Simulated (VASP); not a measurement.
Set up this calculation in VASP 6.6.1, as the native input.

| Property | Result |
| --- | --- |
| Task | single point |
| Functional | PBE |
| Potentials or basis | VASP PAW PBE potentials, release 64 (Ta_pv, C) |
| Cutoff | 600 eV |
| k mesh | 16 × 16 × 16 |
| Occupations | fermi-dirac, width 0.02 eV |
| Spin | no spin polarisation |
| Dipole correction | no |
| Further INCAR settings | ALGO = Normal; EDIFF = 1e-06; NBANDS = 14 |

The structure of TaC lies in POSCAR:

```
TaC
1.0
    0.0000000000      2.2450113325      2.2450113325
    2.2450113325      0.0000000000      2.2450113325
    2.2450113325      2.2450113325      0.0000000000
Ta C
1 1
Direct
    0.0000000000      0.0000000000      0.0000000000
    0.5000000000      0.5000000000      0.5000000000
```

The input as run:

INCAR

```
SYSTEM = TaC
  PREC = Accurate
  ENCUT = 600
  EDIFF = 1E-6
  ISMEAR = -1
  SIGMA = 0.02
  LREAL = .FALSE.
  LASPH = .TRUE.
  NELM = 120
  ALGO = Normal
  ISIF = 2
  LWAVE = .FALSE.
  LCHARG = .FALSE.
  GGA = PE
  NBANDS = 14
  GGA_COMPAT = .FALSE.
```

KPOINTS

```
regular mesh
0
G
  16 16 16
  0 0 0
```

Potentials or basis: VASP PAW PBE potentials, release 64 (Ta_pv, C).

Command:

```console
$ cat potpaw_PBE.64/Ta_pv/POTCAR potpaw_PBE.64/C/POTCAR > POTCAR
$ mpirun -np 1 vasp_std > vasp.out
```

Results of the run:

```yaml
Pressure: -2.6 GPa
```

Run time: 45 s on 1 thread of Intel(R) Xeon(R) Platinum 8259CL CPU @ 2.50GHz (Skylake/Cascade Lake), with other jobs on the host, peak memory 0.2 GiB.
